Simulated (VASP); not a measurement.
Au, 2 atoms in the cell. The structure is cubic, space group Fd-3m (No. 227). The conventional cell has a = 5.873 Å, b = 5.873 Å, c = 5.873 Å, α = 90.00°, β = 90.00°, γ = 90.00°. Au (site symmetry -43m) has 4 Au at 2.54 Å within 3.4 Å. This isn't the form of Au at room conditions, which is fcc.

| Property | Result |
| --- | --- |
| Program | VASP 6.6.1 |
| Task | single point |
| Functional | LDA |
| Potentials or basis | VASP PAW LDA potentials, release 64 (Au) |
| Cutoff | 520 eV |
| k mesh | 10 × 10 × 10 |
| Occupations | fermi-dirac, width 0.1 eV |
| Spin | no spin polarisation |
| Dipole correction | no |
| Further INCAR settings | ALGO = Normal; EDIFF = 1e-06; NBANDS = 18 |

Potentials or basis: VASP PAW LDA potentials, release 64 (Au).

Launch:

```sh
$ cat potpaw_LDA.64/Au/POTCAR > POTCAR
$ mpirun -np 1 vasp_std > vasp.out
```

Hardware: 1 thread of AMD EPYC 7R13 Processor (Zen 3), on a shared host.

Task: How long does it take, and how much memory?

Result: Run time: 20 s on 1 thread of AMD EPYC 7R13 Processor (Zen 3), on a shared host, peak memory 0.14 GiB. Counts: scf iterations 11, k points 47.
